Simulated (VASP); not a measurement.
# In: single point with LDA

Crystal: In.

```
In
1.0
     0.00000    3.23132    3.23132
     3.23132    0.00000    3.23132
     3.23132    3.23132    0.00000
In
2
Direct
  0.87500 0.87500 0.87500
  0.12500 0.12500 0.12500
```

This isn't the form of In at room conditions, which is tetragonal.

```json
{
 "Program": "VASP 6.6.1",
 "Task": "single point",
 "Functional": "LDA",
 "Potentials or basis": "VASP PAW LDA potentials, release 64 (In_d)",
 "Cutoff": "520 eV",
 "k mesh": "12 × 12 × 12",
 "Occupations": "fermi-dirac, width 0.05 eV",
 "Spin": "no spin polarisation",
 "Dipole correction": "no",
 "Further INCAR settings": "ALGO = Normal; EDIFF = 1e-06; NBANDS = 20"
}
```

* Pressure: 0.0 GPa
* Band gap on the k mesh: zero (bands 13 and 14 overlap by 3.84 eV)

Levels at points of the mesh, in eV from the Fermi level:
```csv
k point,band 9,band 10,band 11,band 12,band 13,band 14,band 15,band 16,band 17,band 18
"(0.00, 0.00, 0.00)",-13.96,-13.96,-8.38,2.60,2.60,2.60,2.88,4.26,4.26,4.26
"(0.50, 0.00, 0.00)",-13.92,-13.92,-6.47,-4.11,1.15,1.15,2.59,5.21,5.21,6.67
"(0.50, 0.50, 0.00)",-13.88,-13.88,-4.96,-4.96,-0.47,-0.47,2.62,2.62,10.37,10.37
```

Wall time 84 s on 1 thread of Intel Xeon 8259CL (shared host), peak memory 0.22 GiB.

Caveat: spin-orbit coupling is left out, which moves the levels of the heavy elements.
